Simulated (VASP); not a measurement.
# S (R-3m) in VASP: relaxation of cell and atoms with PBE

Aim: the relaxation of cell and atoms of S with PBE.

Program: VASP 6.6.1. These are calculated values, not measurements. Logs are shortened: lines on timing, memory, paths and dates and some standing lists are left out, and cuts for length are marked.

### 1 The cell of the first run

It takes space group R-3m (No. 166, trigonal). Conventional cell: a = 2.596 Å, b = 2.596 Å, c = 6.880 Å, α = 90.00°, β = 90.00°, γ = 120.00°. Within 2.3 Å of S (site symmetry 3m) lie 6 S at 1.75 to 2.05 Å.

### 2 Relaxation of cell and atoms, PBE, target pressure 390 GPa, at which the enthalpy is minimised

File INCAR:

```
SYSTEM = S
  PREC = Accurate
  ENCUT = 600
  EDIFF = 1E-6
  ISMEAR = -1
  SIGMA = 0.05
  LREAL = .False.
  LASPH = .True.
  NELM = 100
  ALGO = Normal
  ISIF = 3
  LWAVE = .False.
  LCHARG = .False.
  GGA = PE
  IBRION = 2
  NSW = 60
  EDIFFG = -0.005
  PSTRESS = 3900.0
```

File KPOINTS:

```
Automatic mesh
0
Gamma
  17 17 17
  0 0 0
```

File POSCAR:

```
S
1.0
    1.2981966075     -0.7495141608      2.2934806733
    0.0000000000      1.4990283216      2.2934806733
   -1.2981966075     -0.7495141608      2.2934806733
S
2
Direct
    0.2320000000      0.2320000000      0.2320000000
   -0.2320000000     -0.2320000000     -0.2320000000
```

Potentials or basis: VASP PAW PBE potentials, release 64 (S).

Command:

```
> cat potpaw_PBE.64/S/POTCAR > POTCAR
> mpirun -np 1 vasp_std > vasp.out
```

OUTCAR:

```text
SYSTEM = S
   PREC = Accurate
   ENCUT = 600
   EDIFF = 1E-6
   ISMEAR = -1
   LREAL = .False.
   LASPH = .True.
   NELM = 100
   ISIF = 3
   GGA = PE
   IBRION = 2
   NSW = 60
   EDIFFG = -0.005
   PSTRESS = 3900.0

 ion  position               nearest neighbor table
   1  0.232  0.232  0.232-   2 1.75   2 1.75   2 1.75   2 2.05   2 2.05   2 2.05
   2  0.768  0.768  0.768-   1 1.75   1 1.75   1 1.75   1 2.05   1 2.05   1 2.05

  LATTYP: Found a trigonal (rhomboedric) cell.
 ALAT       =     2.7399159673
 COS(alpha) =     0.5510102270

  Lattice vectors:

 A1 = (   1.2981966075,  -0.7495141608,   2.2934806733)
 A2 = (   0.0000000000,   1.4990283216,   2.2934806733)
 A3 = (  -1.2981966075,  -0.7495141608,   2.2934806733)

Analysis of symmetry for initial positions (statically):
=====================================================================
 Subroutine PRICEL returns:
 Original cell was already a primitive cell.

 Routine SETGRP: Setting up the symmetry group for a
 trigonal (rhombohedral) supercell.

 Subroutine GETGRP returns: Found 12 space group operations
 (whereof 12 operations were pure point group operations)
 out of a pool of 12 trial point group operations.

The static configuration has the point symmetry D_3d.

Analysis of symmetry for dynamics (positions and initial velocities):
=====================================================================
 Subroutine PRICEL returns:
 Original cell was already a primitive cell.

 Routine SETGRP: Setting up the symmetry group for a
 trigonal (rhombohedral) supercell.

 Subroutine GETGRP returns: Found 12 space group operations
 (whereof 12 operations were pure point group operations)
 out of a pool of 12 trial point group operations.

The dynamic configuration has the point symmetry D_3d.

 Subroutine INISYM returns: Found 12 space group operations
 (whereof 12 operations are pure point group operations),
 and found     1 'primitive' translations

----------------------------------------------------------------------------------------

                                     Primitive cell

  volume of cell :      13.3896

  direct lattice vectors                    reciprocal lattice vectors
     1.298196607 -0.749514161  2.293480673     0.385149674 -0.222366268  0.145339500
     0.000000000  1.499028322  2.293480673     0.000000000  0.444732536  0.145339500
    -1.298196607 -0.749514161  2.293480673    -0.385149674 -0.222366268  0.145339500

  length of vectors
     2.739915967  2.739915967  2.739915967     0.467878829  0.467878829  0.467878829

  position of ions in fractional coordinates (direct lattice)
     0.232000000  0.232000000  0.232000000
     0.768000000  0.768000000  0.768000000

  ion indices of the primitive-cell ions
   primitive index   ion index
                 1           1
                 2           2

----------------------------------------------------------------------------------------

 KPOINTS: Automatic mesh

Automatic generation of k-mesh.
 Grid dimensions read from file:
 generate k-points for:   17   17   17

 Generating k-lattice:

  Cartesian coordinates                     Fractional coordinates (reciprocal lattice)
     0.022655863 -0.013080369  0.008549382     0.058823529  0.000000000  0.000000000
     0.000000000  0.026160737  0.008549382     0.000000000  0.058823529  0.000000000
    -0.022655863 -0.013080369  0.008549382     0.000000000  0.000000000  0.058823529

  Length of vectors
     0.027522284  0.027522284  0.027522284

  Shift w.r.t. Gamma in fractional coordinates (k-lattice)
     0.000000000  0.000000000  0.000000000

 Subroutine IBZKPT returns following result:
 ===========================================

 Found    489 irreducible k-points:

 Following reciprocal coordinates:
            Coordinates               Weight
  0.000000  0.000000  0.000000      1.000000
  0.058824 -0.000000  0.000000      6.000000
  0.117647 -0.000000 -0.000000      6.000000
  0.176471 -0.000000 -0.000000      6.000000
  0.235294 -0.000000 -0.000000      6.000000
  0.294118 -0.000000  0.000000      6.000000
[... 16 lines left out ...]
 -0.176471  0.058824  0.000000     12.000000
 -0.117647  0.058824  0.000000     12.000000
 [... further k-points ...]
   k-points           NKPTS =    489   k-points in BZ     NKDIM =    489   number of bands    NBANDS=     10
   number of dos      NEDOS =    301   number of ions     NIONS =      2
   total plane-waves  NPLWV =  13824
   dimension x,y,z NGX =    24 NGY =   24 NGZ =   24
   dimension x,y,z NGXF=    48 NGYF=   48 NGZF=   48
   ions per type =               2
   NGX,Y,Z   is equivalent  to a cutoff of  14.56, 14.56, 14.56 a.u.
   NGXF,Y,Z  is equivalent  to a cutoff of  29.12, 29.12, 29.12 a.u.
 SYSTEM =  S
   PREC   = accura    normal or accurate (medium, high low for compatibility)
   ISTART =      0    job   : 0-new  1-cont  2-samecut
   ICHARG =      2    charge: 1-file 2-atom 10-const
   ISPIN  =      1    spin polarized calculation?
   LNONCOLLINEAR =      F non collinear calculations
   LSORBIT =      F    spin-orbit coupling
   LASPH  =      T    aspherical Exc in radial PAW
   ENCUT  =  600.0 eV  44.10 Ry    6.64 a.u.   5.47  5.47  5.47*2*pi/ulx,y,z
   NELM   =    100;   NELMIN=  2; NELMDL= -5     # of ELM steps
   EDIFF  = 0.1E-05   stopping-criterion for ELM
   LREAL  =      F    real-space projection
   EDIFFG = -.5E-02   stopping-criterion for IOM
   NSW    =     60    number of steps for IOM
   IBRION =      2    ionic relax: 0-MD 1-quasi-New 2-CG
   NFREE  =      1    steps in history (QN), initial steepest desc. (CG)
   ISIF   =      3    stress and relaxation
   ISYM   =      2    0-nonsym 1-usesym 2-fastsym
   POTIM  = 0.5000    time-step for ionic-motion
   TEBEG  =    0.0;   TEEND  =   0.0 temperature during run
   PSTRESS= 3900.0 pullay stress
   NELECT =      12.0000    total number of electrons
   NUPDOWN=      -1.0000    fix difference up-down
   EMIN   =  10.00;   EMAX   =-10.00  energy-range for DOS
   EFERMI =   0.00;   METHOD = LEGACY
   ISMEAR =    -1;   SIGMA  =   0.05  broadening in eV -4-tet -1-fermi 0-gaus
   EFERMI_NEDOS =   21; number of points for ismear=-14 and -15
   IALGO  =     38    algorithm
   IMIX   =      4    mixing-type and parameters
     AMIX     =   0.40;   BMIX     =  1.00
     AMIX_MAG =   1.60;   BMIX_MAG =  1.00
  volume/ion in A,a.u.               =       6.69        45.18
  Fermi-wavevector in a.u.,A,eV,Ry     =   1.578385  2.982716 33.896197  2.491300
  Thomas-Fermi vector in A             =   2.678924
   LORBIT       =      0    0 simple, 1 ext, 2 COOP (PROOUT), +10 PAW based schemes
   GGA     = PE    functional components
   LHFCALC =     F    Hartree Fock is set to
   AEXX    =    0.0000 exact exchange contribution
   IVDW    =     0    specifies the selected vdW correction
   LEPSILON=     F    determine dielectric tensor
   LRPA    =     F    only Hartree local field effects (RPA)
 conjugate gradient relaxation of ions
 non-spin polarized calculation
  energy-cutoff  :      600.00
  volume of cell :       13.39
 maximum number of plane-waves:       460
 NGX is ok and might be reduce to    24
   NGX = 11   NGY = 11   NGZ = 11

--------------------------------------- Ionic step        1  -------------------------------------------

 number of electron      12.0000001 magnetization

 Free energy of the ion-electron system (eV)
  ---------------------------------------------------
  ext. energy  EPLUGINS =         0.00000000
  ---------------------------------------------------
  free energy    TOTEN  =         5.88704365 eV

  energy without entropy =        5.89221340  energy(sigma->0) =        5.88962853

------------------------ aborting loop because EDIFF is reached ----------------------------------------

  FORCE on cell =-STRESS in cart. coord.  units (eV):
  Direction    XX          YY          ZZ          XY          YZ          ZX
  --------------------------------------------------------------------------------------
  -------------------------------------------------------------------------------------
  Total       35.7927647     35.7927647     29.1675290     -0.0000000      0.0000000      0.0000000
  in kB     4282.9122895   4282.9122895   3490.1458250     -0.0000000      0.0000000      0.0000000
  external PRESSURE =     118.6568013 kB  Pullay stress =    3900.0000000 kB
[... 93 lines left out ...]
  FREE ENERGIE OF THE ION-ELECTRON SYSTEM (eV)
  ---------------------------------------------------
  free  energy   TOTEN  =         7.8205563846 eV

  energy  without entropy=        7.8261528203  energy(sigma->0) =        7.82335460

  enthalpy is  TOTEN    =        42.1254443043 eV   P V=       34.3048879197

[... ionic steps 4 to 18 ...]

--------------------------------------- Ionic step       19  -------------------------------------------

 number of electron      12.0000001 magnetization

------------------------ aborting loop because EDIFF is reached ----------------------------------------

  FORCE on cell =-STRESS in cart. coord.  units (eV):
  Direction    XX          YY          ZZ          XY          YZ          ZX
  --------------------------------------------------------------------------------------
  -------------------------------------------------------------------------------------
  Total       32.0019385     32.0019385     31.9894882      0.0000000     -0.0000000      0.0000000
  in kB     3900.5730069   3900.5730068   3899.0554944      0.0000000     -0.0000000      0.0000000
  external PRESSURE =       0.0671694 kB  Pullay stress =    3900.0000000 kB
[... 61 lines left out ...]
  enthalpy is  TOTEN    =        36.8182868576 eV   P V=       31.9987395699

--------------------------------------- Ionic step       21  -------------------------------------------

 number of electron      12.0000001 magnetization

 Free energy of the ion-electron system (eV)
  ---------------------------------------------------
  ext. energy  EPLUGINS =         0.00000000
  ---------------------------------------------------
  free energy    TOTEN  =         4.82164001 eV

  energy without entropy =        4.82464672  energy(sigma->0) =        4.82314337

 E-fermi :  26.1038     XC(G=0): -15.5007

 val. band max:       26.1031313070   @ k =  -0.2353   0.0588   0.0588
 cond. band min:      26.1070844938   @ k =  -0.4118   0.3529   0.0588
 fundamental gap:      0.0039531867
 Fermi energy:        26.1037573257

 k-point     1 :       0.0000    0.0000    0.0000
  band No.  band energies     occupation
      1      -4.7838      2.00000
      2      18.1798      2.00000
      3      19.3958      2.00000
      4      19.3958      2.00000
      5      24.9275      2.00000
      6      26.1192      0.84683
      7      26.1192      0.84683
      8      29.4766      0.00000
      9      29.4766      0.00000
     10      32.0872      0.00000
[... 287 lines left out ...]
 k-point    24 :      -0.1176    0.0588    0.0000
  band No.  band energies     occupation
      1      -4.1196      2.00000
      2      15.7967      2.00000
      3      17.3746      2.00000
      4      19.0374      2.00000
      5      24.7312      2.00000
      6      25.9265      1.94386
      7      26.5963      0.00011
      8      26.6193      0.00007
      9      28.0389      0.00000
     10      32.0089      0.00000

 [... further k-points ...]
[... 5 lines left out ...]
  --------------------------------------------------------------------------------------
  -------------------------------------------------------------------------------------
  Total       31.9956834     31.9956834     31.9968853      0.0000000     -0.0000000      0.0000000
  in kB     3899.8827804   3899.8827802   3900.0292722      0.0000000     -0.0000000      0.0000000
  external PRESSURE =      -0.0683891 kB  Pullay stress =    3900.0000000 kB
[... 17 lines left out ...]
  FREE ENERGIE OF THE ION-ELECTRON SYSTEM (eV)
  ---------------------------------------------------
  free  energy   TOTEN  =         4.8216400129 eV

  energy  without entropy=        4.8246467214  energy(sigma->0) =        4.82314337

  enthalpy is  TOTEN    =        36.8182851105 eV   P V=       31.9966450976

 reached required accuracy - stopping structural energy minimisation
```

Wall time 3.4 min (1 thread of Intel Xeon 6975P-C (Granite Rapids), shared host); peak memory 0.21 GiB.

Results:

- Free energy: 4.8216 eV
- Relaxed volume: 6.57 Å³/atom
- Relaxed cell: a = 2.680 Å, b = 2.680 Å, c = 2.680 Å, α = 58.48°, β = 58.48°, γ = 58.48°
- Space group after relaxing (to 0.1 Å): Pm-3m (No. 221)
- Energy change on relaxing (the run minimises the enthalpy): -532.7 meV/atom
- Ionic steps: 21
- Pressure after relaxing: 390.0 GPa
- Band gap on the k mesh: zero (bands 6 and 7 overlap by 1.98 eV)

Step by step:
| step | energy change (eV) | largest force (eV/Å) | pressure (GPa) | volume (Å³) |
| --- | --- | --- | --- | --- |
| 1 | 0.0000 | 12.1051 | 401.87 | 13.39 |
| 2 | 3.0232 | 6.6285 | 455.39 | 14.25 |
| 3 | 1.9335 | 10.9681 | 432.58 | 14.09 |
| 4 | -1.1879 | 9.9752 | 354.27 | 13.83 |
| 5 | -2.1185 | 1.4027 | 343.46 | 13.61 |
| 6 | -2.1873 | 0.1784 | 340.68 | 13.64 |
| 7 | -2.1733 | 0.2541 | 341.32 | 13.63 |
| 8 | 8.9225 | 8.0697 | 848.51 | 10.50 |
| 9 | -1.2217 | 0.0505 | 383.10 | 13.21 |
| 10 | -1.0995 | 0.0401 | 388.49 | 13.16 |
| 11 | -1.0722 | 0.0603 | 389.73 | 13.15 |
| 12 | -1.0609 | 0.1948 | 390.22 | 13.14 |
| 13 | -1.0695 | 0.0018 | 389.85 | 13.15 |
| 14 | -1.0694 | 0.0036 | 389.85 | 13.15 |
| 15 | -1.0522 | 0.0017 | 390.61 | 13.14 |
| 16 | -1.0631 | 0.0016 | 390.19 | 13.14 |
| 17 | -1.0642 | 0.0020 | 390.09 | 13.14 |
| 18 | -1.0637 | 0.0018 | 390.10 | 13.14 |
| 19 | -1.0660 | 0.0057 | 390.01 | 13.14 |
| 20 | -1.0675 | 0.0106 | 389.93 | 13.15 |
| 21 | -1.0654 | 0.0000 | 389.99 | 13.14 |

Final structure:
```
CELL_PARAMETERS angstrom
1.30934 -0.75595 2.21338
0.00000 1.51189 2.21338
-1.30934 -0.75595 2.21338
ATOMIC_POSITIONS crystal
S 0.25000 0.25000 0.25000
S 0.75000 0.75000 0.75000
```

Caveat: the cell is relaxed towards a set pressure, so the run minimises the enthalpy, not the energy.
